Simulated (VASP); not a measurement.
# Al2CdPt4: single point with PBE

The system is Al2CdPt4.

```
Pt Cd Al
1.0
     0.00000    5.25360    0.00000
     5.25360    0.00000    0.00000
     2.62680    2.62680   -4.87214
Pt Cd Al
4 1 2
Direct
  0.37000 0.38000 0.74000
  0.62000 0.11000 0.26000
  0.89000 0.88000 0.74000
  0.12000 0.63000 0.26000
  0.50000 0.50000 0.00000
  0.75000 0.25000 0.50000
  0.00000 0.00000 0.00000
```

- Program: VASP 6.6.1
- Task: single point
- Functional: PBE
- Potentials or basis: VASP PAW PBE potentials, release 64 (Pt, Cd, Al)
- Cutoff: 520 eV
- k mesh: 4 × 4 × 4
- Occupations: gaussian, width 0.2445 eV
- Spin: no spin polarisation

```
Pressure               : 35.3 GPa
Largest force          : 6.026 eV/Å
Band gap on the k mesh : zero (band 29 reaches 5.98 eV, above the bottom of band 30 at 5.58 eV)
```

Forces on the atoms (eV/Å):
```
Pt  -0.073 -4.239  4.282
Pt  -4.239  0.073 -4.282
Pt   0.073  4.239  4.282
Pt   4.239 -0.073 -4.282
Cd   0.000  0.000  0.000
Al   0.000  0.000  0.000
Al   0.000  0.000  0.000
```

Stress tensor (GPa, compression positive):
```
37.37  0.00  0.00
 0.00 37.37  0.00
 0.00  0.00 31.09
```

Levels at points of the mesh, in eV from the Fermi level:
```tsv
k point	band 26	band 27	band 28	band 29	band 30	band 31	band 32	band 33
(0.00, 0.00, 0.00)	-1.31	-0.38	-0.38	0.08	0.41	1.44	2.06	2.60
(0.50, 0.00, 0.00)	-1.55	-1.50	-1.00	-0.27	1.50	2.24	2.37	2.69
(0.50, 0.50, 0.00)	-1.45	-1.33	-1.15	-1.03	-0.31	-0.12	2.88	3.59
(0.00, 0.00, 0.50)	-1.44	-1.29	-1.14	0.08	0.23	0.23	3.71	4.10
```

It took 77 s on 1 thread of Intel(R) Xeon(R) Platinum 8259CL CPU @ 2.50GHz (Skylake/Cascade Lake), on a shared host, peak memory 0.29 GiB.

Caveat: spin-orbit coupling is left out, which moves the levels of the heavy elements; forces of over 1 eV/Å act on the atoms, so gaps and moduli don't describe the material at rest.
